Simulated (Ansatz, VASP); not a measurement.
This is a calculation of BiTe for Ansatz 0.2.0.

Contents of input.yaml:

```yaml
crystal:
  lattice:
    - [2.4227077728, 1.3987509848, 3.3172919545]
    - [-2.4227077728, 1.3987509848, 3.3172919545]
    - [0.0, -2.7975019696, 3.3172919545]
  atoms:
    - { symbol: Bi, position: [0.5, 0.5, 0.5] }
    - { symbol: Te, position: [0.0, 0.0, 0.0] }
hamiltonian:
  xc:
    exchange: pbe
    correlation: pbe
    exx: { coeff: 0.25, omega: 0.2078699 }
  pseudopotentials: { kind: paw }
kpoints:
  mp_grid: { grid: [4, 4, 4] }
scf:
  occupations: { method: fermi_dirac, width: 0.05 }
output:
  forces: true
  stress: true
  eigenvalues: true
```

Potentials or basis: Ansatz PAW.

Command:

```bash
$ ansatz run input.yaml --threads 2 --pin off --max-ram 5632MiB --backend cpu --events-out ev --progress --plain --runs-dir out
```

Q: Set up the same calculation for VASP 6.6.1. Potentials there: VASP PAW PBE potentials, release 64 (Bi_d, Te).

A: As run (the cutoff follows the program's own potentials):

The input POSCAR:

```
BiTe
1.0
    2.4227077728      1.3987509848      3.3172919545
   -2.4227077728      1.3987509848      3.3172919545
    0.0000000000     -2.7975019696      3.3172919545
Bi Te
1 1
Direct
    0.5000000000      0.5000000000      0.5000000000
    0.0000000000      0.0000000000      0.0000000000
```

INCAR.step1

```
PREC = Accurate
ENCUT = 520
EDIFF = 1E-5
ISMEAR = -1
SIGMA = 0.05
LREAL = F
LASPH = T
NELM = 100
ALGO = Normal
ISIF = 2
LWAVE = T
LCHARG = F
GGA = PE
NBANDS = 18
```

INCAR.step2

```
PREC = Accurate
ENCUT = 520
EDIFF = 1E-7
ISMEAR = -1
SIGMA = 0.05
LREAL = F
LASPH = T
NELM = 100
ALGO = Normal
ISIF = 2
LWAVE = F
LCHARG = F
GGA = PE
LHFCALC = T
AEXX = 0.25
HFSCREEN = 0.2078699
PRECFOCK = Normal
ISTART = 1
NBANDS = 18
```

KPOINTS

```
Automatic mesh
0
Gamma
  4 4 4
```

Potentials or basis: VASP PAW PBE potentials, release 64 (Bi_d, Te).

Run with:

```sh
$ cat potpaw_PBE.64/Bi_d/POTCAR potpaw_PBE.64/Te/POTCAR > POTCAR
$ cp INCAR.step1 INCAR
$ mpirun -np 1 vasp_std > vasp.out
$ cp INCAR.step2 INCAR
$ mpirun -np 1 vasp_std > vasp.out
```

Both were run:

|  | VASP | Ansatz | Ansatz less VASP |
| --- | --- | --- | --- |
| gap on the k mesh at the Fermi level (eV) | none | none | - |
| pressure (GPa) | -2.0 | -1.8 | +0.20 |
| traceless stress, the component that is largest in VASP (GPa) | 0.40 | 0.34 | -0.068 |

VASP's potentials were made for PBE, not for PBE-based screened hybrid. A gap of «none» marks a metal or a gap that the smearing closes. VASP's potentials hold 21 valence electrons a cell and Ansatz's 31, so a difference there can come from the potentials and not from the codes.

The k mesh is coarse, so the values compare programs but aren't converged. Spin-orbit coupling is off throughout.
